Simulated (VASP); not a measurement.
# TmI4 in VASP: a series of runs

The runs below take TmI4 through single point, with PBE.

All numbers are computed with VASP 6.6.1; they aren't measurements. Logs are shortened: lines on timing, memory, paths and dates and some standing lists are left out, and cuts for length are marked.

### Step 1. The cell of the first run

Symmetry: I4/mmm, No. 139, tetragonal system. Conventional cell: a = 3.623 Å, b = 3.623 Å, c = 28.718 Å, α = 90.00°, β = 90.00°, γ = 90.00°. Within 4.1 Å of Tm (site symmetry 4/mmm) lie 8 I at 3.15 Å and 4 Tm at 3.62 Å. I (site symmetry 4mm) has 4 Tm at 3.15 Å and 9 I at 3.62 to 4.17 Å within 4.2 Å. Within 4.9 Å of I (site symmetry 4mm) lie 12 I at 3.62 to 4.83 Å.

The cell was generated, and may not be a known phase.

### Step 2. Single point, PBE

File INCAR:

```
SYSTEM = TmI4
PREC = Accurate
ENCUT = 500
EDIFF = 1E-6
ISMEAR = 0
SIGMA = 0.2
LREAL = .False.
LASPH = .True.
NELM = 200
ALGO = Normal
ISIF = 2
LWAVE = .False.
LCHARG = .False.
GGA = PE
NBANDS = 26
GGA_COMPAT = .False.
LMAXMIX = 6
```

File KPOINTS:

```
Automatic mesh
0
Gamma
  5 5 5
  0 0 0
```

File POSCAR:

```
TmI4
1.0
   -1.8112602616      1.8112602616     14.3588637335
    1.8112602616     -1.8112602616     14.3588637335
    1.8112602616      1.8112602616    -14.3588637335
Tm I
1 4
Direct
    0.0000000000      0.0000000000      0.0000000000
    0.4360803028      0.4360803028      0.0000000000
    0.8213299664      0.8213299664      0.0000000000
    0.1786700336      0.1786700336      0.0000000000
    0.5639196972      0.5639196972      0.0000000000
```

Potentials or basis: VASP PAW PBE potentials, release 64 (Tm_3, I), 4f in core.

Launch:

```
cat potpaw_PBE.64/Tm_3/POTCAR potpaw_PBE.64/I/POTCAR > POTCAR
mpirun -np 1 vasp_std > vasp.out
```

OUTCAR:

```text
SYSTEM = TmI4
   PREC = Accurate
   ENCUT = 500
   EDIFF = 1E-6
   ISMEAR = 0
   LREAL = .False.
   LASPH = .True.
   NELM = 200
   ISIF = 2
   GGA = PE

 ion  position               nearest neighbor table
   1  0.000  0.000  0.000-   5 3.15   5 3.15   2 3.15   5 3.15   2 3.15   2 3.15   5 3.15   2 3.15

   2  0.436  0.436  0.000-   1 3.15   1 3.15   1 3.15   1 3.15
   3  0.821  0.821  0.000-
   4  0.179  0.179  0.000-
   5  0.564  0.564  0.000-   1 3.15   1 3.15   1 3.15   1 3.15

  LATTYP: Found a body centered tetragonal cell.
 ALAT       =     3.6225205232
 C/A-ratio  =     7.9275541113

  Lattice vectors:

 A1 = (  -1.8112602616,   1.8112602616,  14.3588637335)
 A2 = (   1.8112602616,  -1.8112602616,  14.3588637335)
 A3 = (   1.8112602616,   1.8112602616, -14.3588637335)

Analysis of symmetry for initial positions (statically):
=====================================================================
 Subroutine PRICEL returns:
 Original cell was already a primitive cell.

 Routine SETGRP: Setting up the symmetry group for a
 body centered tetragonal supercell.

 Subroutine GETGRP returns: Found 16 space group operations
 (whereof 16 operations were pure point group operations)
 out of a pool of 16 trial point group operations.

The static configuration has the point symmetry D_4h.

Analysis of symmetry for dynamics (positions and initial velocities):
=====================================================================
 Subroutine PRICEL returns:
 Original cell was already a primitive cell.

 Routine SETGRP: Setting up the symmetry group for a
 body centered tetragonal supercell.

 Subroutine GETGRP returns: Found 16 space group operations
 (whereof 16 operations were pure point group operations)
 out of a pool of 16 trial point group operations.

The dynamic configuration has the point symmetry D_4h.

 Subroutine INISYM returns: Found 16 space group operations
 (whereof 16 operations are pure point group operations),
 and found     1 'primitive' translations

----------------------------------------------------------------------------------------

                                     Primitive cell

  volume of cell :     188.4264

  direct lattice vectors                    reciprocal lattice vectors
    -1.811260262  1.811260262 14.358863733     0.000000000  0.276050886  0.034821697
     1.811260262 -1.811260262 14.358863733     0.276050886  0.000000000  0.034821697
     1.811260262  1.811260262-14.358863733     0.276050886  0.276050886  0.000000000

  length of vectors
    14.585550904 14.585550904 14.585550904     0.278238463  0.278238463  0.390394907

  position of ions in fractional coordinates (direct lattice)
     0.000000000  0.000000000  0.000000000
     0.436080303  0.436080303  0.000000000
     0.821329966  0.821329966  0.000000000
     0.178670034  0.178670034  0.000000000
     0.563919697  0.563919697  0.000000000

  ion indices of the primitive-cell ions
   primitive index   ion index
                 1           1
                 2           2
                 3           3
                 4           4
                 5           5

----------------------------------------------------------------------------------------

 KPOINTS: Automatic mesh

Automatic generation of k-mesh.
 Grid dimensions read from file:
 generate k-points for:    5    5    5

 Generating k-lattice:

  Cartesian coordinates                     Fractional coordinates (reciprocal lattice)
     0.000000000  0.055210177  0.006964339     0.200000000  0.000000000  0.000000000
     0.055210177  0.000000000  0.006964339     0.000000000  0.200000000  0.000000000
     0.055210177  0.055210177  0.000000000     0.000000000  0.000000000  0.200000000

  Length of vectors
     0.055647693  0.055647693  0.078078981

  Shift w.r.t. Gamma in fractional coordinates (k-lattice)
     0.000000000  0.000000000  0.000000000

 Subroutine IBZKPT returns following result:
 ===========================================

 Found     18 irreducible k-points:

 Following reciprocal coordinates:
            Coordinates               Weight
  0.000000  0.000000  0.000000      1.000000
  0.200000  0.000000 -0.000000      8.000000
  0.400000  0.000000 -0.000000      8.000000
  0.200000  0.200000 -0.000000      8.000000
  0.400000  0.200000 -0.000000     16.000000
 -0.400000  0.200000  0.000000     16.000000
[... 10 lines left out ...]
 -0.400000  0.400000  0.400000      4.000000
 -0.400000 -0.400000  0.400000      2.000000
   k-points           NKPTS =     18   k-points in BZ     NKDIM =     18   number of bands    NBANDS=     26
   number of dos      NEDOS =    301   number of ions     NIONS =      5
   total plane-waves  NPLWV = ******
   dimension x,y,z NGX =   108 NGY =  108 NGZ =  108
   dimension x,y,z NGXF=   216 NGYF=  216 NGZF=  216
   ions per type =               1   4
   NGX,Y,Z   is equivalent  to a cutoff of  12.31, 12.31, 12.31 a.u.
   NGXF,Y,Z  is equivalent  to a cutoff of  24.62, 24.62, 24.62 a.u.
 SYSTEM =  TmI4
   PREC   = accura    normal or accurate (medium, high low for compatibility)
   ISTART =      0    job   : 0-new  1-cont  2-samecut
   ICHARG =      2    charge: 1-file 2-atom 10-const
   ISPIN  =      1    spin polarized calculation?
   LNONCOLLINEAR =      F non collinear calculations
   LSORBIT =      F    spin-orbit coupling
   LASPH  =      T    aspherical Exc in radial PAW
   ENCUT  =  500.0 eV  36.75 Ry    6.06 a.u.  26.59 26.59 26.59*2*pi/ulx,y,z
   NELM   =    200;   NELMIN=  2; NELMDL= -5     # of ELM steps
   EDIFF  = 0.1E-05   stopping-criterion for ELM
   LREAL  =      F    real-space projection
   EDIFFG = 0.1E-04   stopping-criterion for IOM
   NSW    =      0    number of steps for IOM
   IBRION =     -1    ionic relax: 0-MD 1-quasi-New 2-CG
   NFREE  =      0    steps in history (QN), initial steepest desc. (CG)
   ISIF   =      2    stress and relaxation
   ISYM   =      2    0-nonsym 1-usesym 2-fastsym
   POTIM  = 0.5000    time-step for ionic-motion
   TEBEG  =    0.0;   TEEND  =   0.0 temperature during run
   PSTRESS=    0.0 pullay stress
   NELECT =      37.0000    total number of electrons
   NUPDOWN=      -1.0000    fix difference up-down
   EMIN   =  10.00;   EMAX   =-10.00  energy-range for DOS
   EFERMI =   0.00;   METHOD = LEGACY
   ISMEAR =     0;   SIGMA  =   0.20  broadening in eV -4-tet -1-fermi 0-gaus
   EFERMI_NEDOS =   21; number of points for ismear=-14 and -15
   IALGO  =     38    algorithm
   IMIX   =      4    mixing-type and parameters
     AMIX     =   0.40;   BMIX     =  1.00
     AMIX_MAG =   1.60;   BMIX_MAG =  1.00
  volume/ion in A,a.u.               =      37.69       254.31
  Fermi-wavevector in a.u.,A,eV,Ry     =   0.951542  1.798154 12.319163  0.905433
  Thomas-Fermi vector in A             =   2.080022
   LORBIT       =      0    0 simple, 1 ext, 2 COOP (PROOUT), +10 PAW based schemes
   GGA     = PE    functional components
   LHFCALC =     F    Hartree Fock is set to
   AEXX    =    0.0000 exact exchange contribution
   IVDW    =     0    specifies the selected vdW correction
   LEPSILON=     F    determine dielectric tensor
   LRPA    =     F    only Hartree local field effects (RPA)
 non-spin polarized calculation
 Gauss-broadening in eV      SIGMA  =   0.20
  energy-cutoff  :      500.00
  volume of cell :      188.43
 maximum number of plane-waves:      4832
 NGX is ok and might be reduce to   108
   NGX = 53   NGY = 53   NGZ = 53

 number of electron      36.9999999 magnetization

 Free energy of the ion-electron system (eV)
  ---------------------------------------------------
  ext. energy  EPLUGINS =         0.00000000
  ---------------------------------------------------
  free energy    TOTEN  =       -13.53808379 eV

  energy without entropy =      -13.51347512  energy(sigma->0) =      -13.52577946

 E-fermi :   3.6020     XC(G=0):  -8.5206

 val. band max:        3.5158079051   @ k =  -0.2000   0.4000   0.2000
 cond. band min:       3.9629477024   @ k =   0.0000   0.0000   0.0000
 fundamental gap:      0.4471397973
 Fermi energy:         3.6019724914

 k-point     1 :       0.0000    0.0000    0.0000
  band No.  band energies     occupation
      1     -22.8636      2.00000
      2     -22.5863      2.00000
      3     -22.5863      2.00000
      4     -11.0102      2.00000
      5     -10.3830      2.00000
      6      -8.5440      2.00000
[... 18 lines left out ...]
     25       7.7927      0.00000
     26       8.1801      0.00000

 k-point     2 :       0.2000    0.0000   -0.0000
  band No.  band energies     occupation
      1     -22.8508      2.00000
      2     -22.6692      2.00000
      3     -22.5788      2.00000
      4     -10.7313      2.00000
      5     -10.2379      2.00000
      6      -8.3525      2.00000
[... 18 lines left out ...]
     25       7.2190      0.00000
     26       9.2950      0.00000

 k-point     3 :       0.4000    0.0000   -0.0000
  band No.  band energies     occupation
      1     -22.8299      2.00000
      2     -22.7997      2.00000
      3     -22.5666      2.00000
      4     -10.1999      2.00000
      5      -9.9746      2.00000
      6      -7.9950      2.00000
[... 18 lines left out ...]
     25       7.2848      0.00000
     26       9.3365      0.00000

 k-point     4 :       0.2000    0.2000   -0.0000
  band No.  band energies     occupation
      1     -22.8392      2.00000
      2     -22.6647      2.00000
      3     -22.6531      2.00000
      4     -10.4940      2.00000
      5     -10.0713      2.00000
      6      -8.1634      2.00000
[... 18 lines left out ...]
     25       7.6292      0.00000
     26       9.9196      0.00000
[... 322 lines left out ...]
      1     -22.8636      2.00000
      2     -22.5863      2.00000
      3     -22.5863      2.00000
      4     -11.0102      2.00000
      5     -10.3831      2.00000
      6      -8.5414      2.00000
[... 18 lines left out ...]
     25       7.7930      0.00000
     26       8.1511      0.00000

 k-point    17 :      -0.4000    0.4000    0.4000
  band No.  band energies     occupation
      1     -22.8508      2.00000
      2     -22.6692      2.00000
      3     -22.5788      2.00000
      4     -10.7312      2.00000
      5     -10.2381      2.00000
      6      -8.3480      2.00000
[... 18 lines left out ...]
     25       7.2191      0.00000
     26       9.3990      0.00000

 k-point    18 :      -0.4000   -0.4000    0.4000
  band No.  band energies     occupation
      1     -22.8636      2.00000
      2     -22.5863      2.00000
      3     -22.5863      2.00000
      4     -11.0102      2.00000
      5     -10.3832      2.00000
      6      -8.5366      2.00000
[... 18 lines left out ...]
     25       7.7934      0.00000
     26       8.0980      0.00000

------------------------ aborting loop because EDIFF is reached ----------------------------------------

  FORCE on cell =-STRESS in cart. coord.  units (eV):
  Direction    XX          YY          ZZ          XY          YZ          ZX
  --------------------------------------------------------------------------------------
  -------------------------------------------------------------------------------------
  Total        0.0894251      0.0894251      0.4263908      0.0000000     -0.0000000      0.0000000
  in kB        0.7603757      0.7603757      3.6255727      0.0000000     -0.0000000      0.0000000
  external PRESSURE =       1.7154414 kB  Pullay stress =       0.0000000 kB

 VOLUME and BASIS-vectors are now :
 -----------------------------------------------------------------------------
  energy-cutoff  :      500.00
  volume of cell :      188.43
      direct lattice vectors                 reciprocal lattice vectors
    -1.811260262  1.811260262 14.358863733     0.000000000  0.276050886  0.034821697
     1.811260262 -1.811260262 14.358863733     0.276050886  0.000000000  0.034821697
     1.811260262  1.811260262-14.358863733     0.276050886  0.276050886  0.000000000

 POSITION                                       TOTAL-FORCE (eV/Angst)
 -----------------------------------------------------------------------------------
      0.00000      0.00000      0.00000         0.000000      0.000000     -0.000000
      0.00000      0.00000     12.52324         0.000000      0.000000     -0.098760
      0.00000      0.00000     23.58673         0.000000      0.000000      0.024459
      0.00000      0.00000      5.13100        -0.000000     -0.000000     -0.024459
      0.00000      0.00000     16.19449        -0.000000     -0.000000      0.098760
 -----------------------------------------------------------------------------------
    total drift:                                0.000000      0.000000     -0.000000

  FREE ENERGIE OF THE ION-ELECTRON SYSTEM (eV)
  ---------------------------------------------------
  free  energy   TOTEN  =       -13.5380837932 eV

  energy  without entropy=      -13.5134751202  energy(sigma->0) =      -13.52577946
```

Run time: 24 min. Hardware: 1 thread of Intel Xeon Platinum 8488C (Sapphire Rapids), shared host; peak memory 1.9 GiB.

Results:

```yaml
Free_energy: -13.5381 eV
Pressure: 0.2 GPa
Largest_force: 0.099 eV/Å
Band_gap_on_the_k_mesh: zero (an odd number of electrons rules out a gap without spin polarisation)
```

Forces in eV/Å, atoms in the order of the input:
```
Tm   0.000  0.000  0.000
I    0.000  0.000 -0.099
I    0.000  0.000  0.024
I    0.000  0.000 -0.024
I    0.000  0.000  0.099
```

Levels at points of the mesh, in eV from the Fermi level:
```tsv
k point	band 16	band 17	band 18	band 19	band 20	band 21
(0.00, 0.00, 0.00)	-0.97	0.36	0.36	0.44	0.44	1.01
```

Caveat: spin-orbit coupling is left out, which moves the levels of the heavy elements; the 4f electrons are frozen in the core, so they carry no moment and show no levels; an odd number of electrons without spin polarisation forces a metal; a magnetic or distorted state may lie lower; the run has no spin polarisation, though such a crystal can be magnetic.

### Step 3. Single point, PBE

This run uses another cell than the first one, of 54.13 Å³/atom.

File INCAR:

```
SYSTEM = TmI4
PREC     = Accurate       ! precision mode
ENCUT    = 500            ! plane-wave cutoff, eV
EDIFF    = 1E-6           ! SCF threshold, eV
ISMEAR   = 0              ! smearing method
SIGMA    = 0.2            ! smearing width, eV
LREAL    = .False.        ! projectors in reciprocal space
LASPH    = .True.         ! aspherical terms in the spheres
NELM     = 200            ! most SCF steps
ALGO     = Normal         ! electronic algorithm
ISIF     = 2              ! what is computed and relaxed
LWAVE    = .False.        ! write WAVECAR
LCHARG   = .False.        ! write CHGCAR
GGA      = PE             ! functional
NBANDS   = 26             ! bands
GGA_COMPAT= .False.      
LMAXMIX  = 6              ! l up to which the mixer works
```

File KPOINTS:

```
regular mesh
0
Gamma
  3 3 3
  0 0 0
```

File POSCAR:

```
TmI4
1.0
   -3.9168389183      3.9168389183      4.4100399659
    3.9168389183     -3.9168389183      4.4100399659
    3.9168389183      3.9168389183     -4.4100399659
Tm I
1 4
Direct
    0.5000000000      0.5000000000      0.0000000000
    0.2371082369      0.2450561424      0.4821643793
    0.7628917631      0.7549438576      0.5178356207
    0.2450561424      0.7628917631      1.0079479055
    0.7549438576      0.2371082369     -0.0079479055
```

Potentials or basis: VASP PAW PBE potentials, release 64 (Tm_3, I), 4f in core.

Launch:

```
cat potpaw_PBE.64/Tm_3/POTCAR potpaw_PBE.64/I/POTCAR > POTCAR
mpirun -np 1 vasp_std > vasp.out
```

Run time: 46 s. Hardware: 1 thread of AMD EPYC 9R45 (Zen 5), shared host; peak memory 0.35 GiB.

Results (log left out):

```
Free energy            : -14.0812 eV
Pressure               : 0.4 GPa
Largest force          : 0.020 eV/Å
Band gap on the k mesh : zero (an odd number of electrons rules out a gap without spin polarisation)
```

Forces in eV/Å, atoms in the order of the input:
```
Tm   0.000  0.000  0.000
I   -0.018 -0.007  0.000
I    0.018  0.007  0.000
I    0.007 -0.018  0.000
I   -0.007  0.018  0.000
```

Levels at points of the mesh, in eV from the Fermi level:
```tsv
k point	band 15	band 16	band 17	band 18	band 19	band 20	band 21	band 22
(0.00, 0.00, 0.00)	-0.87	-0.22	-0.22	-0.14	0.43	1.96	2.97	3.31
```

Caveat: spin-orbit coupling is left out, which moves the levels of the heavy elements; the 4f electrons are frozen in the core, so they carry no moment and show no levels; an odd number of electrons without spin polarisation forces a metal; a magnetic or distorted state may lie lower; the run has no spin polarisation, though such a crystal can be magnetic. Spin polarisation is off, so any magnetic state and its effect on volume and gap are missing.

The gap in the log of VASP goes by the Fermi energy; the results here count the filled bands.